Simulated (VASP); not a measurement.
# TiGe4Mo (P4/mmm) in VASP: a series of runs, part 2 of 2

VASP 6.6.1. Earlier steps stand in the parts before.

### 3 Relaxation of shape and atoms at fixed volume, PBE (16.26 Å³/atom)

This run uses another cell than the first one, of 16.26 Å³/atom.

INCAR reads:

```
SYSTEM = TiGe4Mo
PREC     = Accurate       ! precision mode
ENCUT    = 600            ! plane-wave cutoff, eV
EDIFF    = 1E-6           ! SCF threshold, eV
ISMEAR   = 0              ! smearing method
SIGMA    = 0.1            ! smearing width, eV
LREAL    = .FALSE.        ! projectors in reciprocal space
LASPH    = .TRUE.         ! aspherical terms in the spheres
NELM     = 100            ! most SCF steps
ALGO     = Fast           ! electronic algorithm
ISIF     = 4              ! what is computed and relaxed
LWAVE    = .FALSE.        ! write WAVECAR
LCHARG   = .FALSE.        ! write CHGCAR
GGA      = PE             ! functional
IBRION   = 2              ! ionic algorithm
NSW      = 50             ! ionic steps
EDIFFG   = -0.01          ! ionic threshold
```

KPOINTS reads:

```
Automatic mesh
0
G
  12 12 6
  0 0 0
```

POSCAR reads:

```
TiGe4Mo
1.0
    3.3718536173      0.0000000000      0.0000000000
    0.0000000000      3.3718536173      0.0000000000
    0.0000000000      0.0000000000      8.5809284676
Ti Ge Mo
1 4 1
Direct
    0.5000000000      0.5000000000      0.5000000000
    0.0000000000      0.0000000000      0.6665090000
    0.5000000000      0.5000000000      0.1599250000
    0.0000000000      0.0000000000      0.3334910000
    0.5000000000      0.5000000000      0.8400750000
    0.0000000000      0.0000000000      0.0000000000
```

Potentials or basis: VASP PAW PBE potentials, release 64 (Ti_sv, Ge_d, Mo_sv).

On the command line:

```bash
$ cat potpaw_PBE.64/Ti_sv/POTCAR potpaw_PBE.64/Ge_d/POTCAR potpaw_PBE.64/Mo_sv/POTCAR > POTCAR
$ mpirun -np 1 vasp_std > vasp.out
```

OUTCAR:

```text
SYSTEM = TiGe4Mo
   PREC = Accurate
   ENCUT = 600
   EDIFF = 1E-6
   ISMEAR = 0
   LREAL = .FALSE.
   LASPH = .TRUE.
   NELM = 100
   ISIF = 4
   GGA = PE
   IBRION = 2
   NSW = 50
   EDIFFG = -0.01

 ion  position               nearest neighbor table
   1  0.500  0.500  0.500-   2 2.78   4 2.78   2 2.78   4 2.78   2 2.78   4 2.78   2 2.78   4 2.78
                             3 2.92   5 2.92
   2  0.000  0.000  0.667-   1 2.78   1 2.78   1 2.78   1 2.78   5 2.81   5 2.81   5 2.81   5 2.81
                             4 2.86   6 2.86
   3  0.500  0.500  0.160-   5 2.74   6 2.75   6 2.75   6 2.75   6 2.75   4 2.81   4 2.81   4 2.81
                             4 2.81   1 2.92
   4  0.000  0.000  0.333-   1 2.78   1 2.78   1 2.78   1 2.78   3 2.81   3 2.81   3 2.81   3 2.81
                             2 2.86   6 2.86
   5  0.500  0.500  0.840-   3 2.74   6 2.75   6 2.75   6 2.75   6 2.75   2 2.81   2 2.81   2 2.81
                             2 2.81   1 2.92
   6  0.000  0.000  0.000-   3 2.75   5 2.75   3 2.75   5 2.75   3 2.75   5 2.75   3 2.75   5 2.75
                             4 2.86   2 2.86

  LATTYP: Found a simple tetragonal cell.
 ALAT       =     3.3718536173
 C/A-ratio  =     2.5448698080

  Lattice vectors:

 A1 = (   3.3718536173,   0.0000000000,   0.0000000000)
 A2 = (   0.0000000000,   3.3718536173,   0.0000000000)
 A3 = (   0.0000000000,   0.0000000000,   8.5809284676)

Analysis of symmetry for initial positions (statically):
=====================================================================
 Subroutine PRICEL returns:
 Original cell was already a primitive cell.

 Routine SETGRP: Setting up the symmetry group for a
 simple tetragonal supercell.

 Subroutine GETGRP returns: Found 16 space group operations
 (whereof 16 operations were pure point group operations)
 out of a pool of 16 trial point group operations.

The static configuration has the point symmetry D_4h.

Analysis of symmetry for dynamics (positions and initial velocities):
=====================================================================
[... 143 lines left out ...]
   GGA     = PE    functional components
   LHFCALC =     F    Hartree Fock is set to
   AEXX    =    0.0000 exact exchange contribution
   IVDW    =     0    specifies the selected vdW correction
   LEPSILON=     F    determine dielectric tensor
   LRPA    =     F    only Hartree local field effects (RPA)
 conjugate gradient relaxation of ions
 non-spin polarized calculation
 RMM-DIIS sequential band-by-band and
 Gauss-broadening in eV      SIGMA  =   0.10
  energy-cutoff  :      600.00
  volume of cell :       97.56
 maximum number of plane-waves:      3308
 NGX is ok and might be reduce to    28
   NGX = 13   NGY = 13   NGZ = 35

--------------------------------------- Ionic step        1  -------------------------------------------

 number of electron      82.0000003 magnetization

 Free energy of the ion-electron system (eV)
  ---------------------------------------------------
  ext. energy  EPLUGINS =         0.00000000
  ---------------------------------------------------
  free energy    TOTEN  =       -37.74381877 eV

  energy without entropy =      -37.73096063  energy(sigma->0) =      -37.73738970

------------------------ aborting loop EDIFF was not reached (unconverged)  ----------------------------

  FORCE on cell =-STRESS in cart. coord.  units (eV):
  Direction    XX          YY          ZZ          XY          YZ          ZX
  --------------------------------------------------------------------------------------
  -------------------------------------------------------------------------------------
  Total       -2.2838475     -2.2838475     -2.4637225      0.0000000      0.0000000     -0.0000000
  in kB      -37.5064523    -37.5064523    -40.4604462      0.0000000      0.0000000     -0.0000000
  external PRESSURE =     -38.4911169 kB  Pullay stress =       0.0000000 kB
[... 147 lines left out ...]
--------------------------------------- Ionic step        5  -------------------------------------------

 number of electron      82.0000014 magnetization

 Free energy of the ion-electron system (eV)
  ---------------------------------------------------
  ext. energy  EPLUGINS =         0.00000000
  ---------------------------------------------------
  free energy    TOTEN  =       -38.09482079 eV

  energy without entropy =      -38.08197463  energy(sigma->0) =      -38.08839771

 E-fermi :   8.7105     XC(G=0): -12.2110

 val. band max:        8.7040115485   @ k =   0.5000   0.0000   0.0000
 cond. band min:       8.7268563390   @ k =   0.4167   0.1667   0.5000
 fundamental gap:      0.0228447904
 Fermi energy:         8.7104932860

 k-point     1 :       0.0000    0.0000    0.0000
  band No.  band energies     occupation
      1     -52.0449      2.00000
      2     -47.9645      2.00000
      3     -26.1430      2.00000
      4     -26.0976      2.00000
      5     -26.0976      2.00000
      6     -24.3002      2.00000
[... 1237 lines left out ...]
     48      11.4556      0.00000
     49      12.5239      0.00000

 [... further k-points ...]
[... 5 lines left out ...]
  --------------------------------------------------------------------------------------
  -------------------------------------------------------------------------------------
  Total       -2.1074932     -2.1074932     -2.1827350      0.0000000      0.0000000     -0.0000000
  in kB      -34.6102759    -34.6102759    -35.8459336      0.0000000      0.0000000     -0.0000000
  external PRESSURE =     -35.0221618 kB  Pullay stress =       0.0000000 kB
[... 21 lines left out ...]
  FREE ENERGIE OF THE ION-ELECTRON SYSTEM (eV)
  ---------------------------------------------------
  free  energy   TOTEN  =       -38.0948207949 eV

  energy  without entropy=      -38.0819746312  energy(sigma->0) =      -38.08839771

 reached required accuracy - stopping structural energy minimisation
```

OSZICAR:

```text
N       E                     dE             d eps       ncg     rms          rms(c)
DAV:   1     0.109629222093E+04    0.10963E+04   -0.40678E+04 13772   0.479E+03
DAV:   2     0.175078140629E+03   -0.92121E+03   -0.88932E+03 11192   0.113E+03
[... 127 lines left out ...]
DAV:   1    -0.380952238500E+02   -0.44838E-03   -0.39781E-02 12563   0.125E+00    0.143E-01
RMM:   2    -0.380951029681E+02    0.12088E-03   -0.14108E-03 13413   0.337E-01    0.121E-01
RMM:   3    -0.380949603721E+02    0.14260E-03   -0.33516E-04 13597   0.125E-01    0.782E-02
RMM:   4    -0.380948183171E+02    0.14206E-03   -0.20215E-04 14734   0.896E-02    0.135E-02
RMM:   5    -0.380948192281E+02   -0.91103E-06   -0.41242E-05 14291   0.374E-02    0.756E-03
RMM:   6    -0.380948199876E+02   -0.75949E-06   -0.16361E-05 11353   0.193E-02    0.296E-03
RMM:   7    -0.380948207949E+02   -0.80737E-06   -0.95647E-06  9915   0.120E-02
   5 F= -.38094821E+02 E0= -.38088398E+02  d E =-.187996E-02
```

It took 2.5 h on 1 thread of Oxide Virtual Turin-like, shared host; peak memory 0.64 GiB.

What came out:

- Free energy: -38.0948 eV
- Energy gained by relaxing: 58.5 meV/atom
- Ionic steps: 5
- Pressure after relaxing: -3.5 GPa
- Largest force after relaxing: 0.009 eV/Å
- Band gap on the k mesh: zero (bands 41 and 42 overlap by 1.93 eV)

Forces on the atoms (eV/Å):
```
Ti   0.000  0.000  0.000
Ge   0.000  0.000  0.003
Ge   0.000  0.000 -0.009
Ge   0.000  0.000 -0.003
Ge   0.000  0.000  0.009
Mo   0.000  0.000  0.000
```

Step by step:
```
step  energy change (eV)  largest force (eV/Å)  pressure (GPa)  volume (Å³)
   1              0.0000                0.0971           -3.85        97.56
   2             -0.3491                0.0343           -3.54        97.56
   3             -0.3491                0.0355           -3.53        97.56
   4             -0.3510                0.0263           -3.52        97.56
   5             -0.3510                0.0091           -3.50        97.56
```

Final structure:
```
Ti Ge Mo
1.0
     3.37143    0.00000    0.00000
     0.00000    3.37143    0.00000
     0.00000    0.00000    8.58306
Ti Ge Mo
1 4 1
Direct
  0.50000 0.50000 0.50000
  0.00000 0.00000 0.66641
  0.50000 0.50000 0.15902
  0.00000 0.00000 0.33359
  0.50000 0.50000 0.84098
  0.00000 0.00000 0.00000
```

The gap in the log of VASP goes by the Fermi energy; the results here count the filled bands.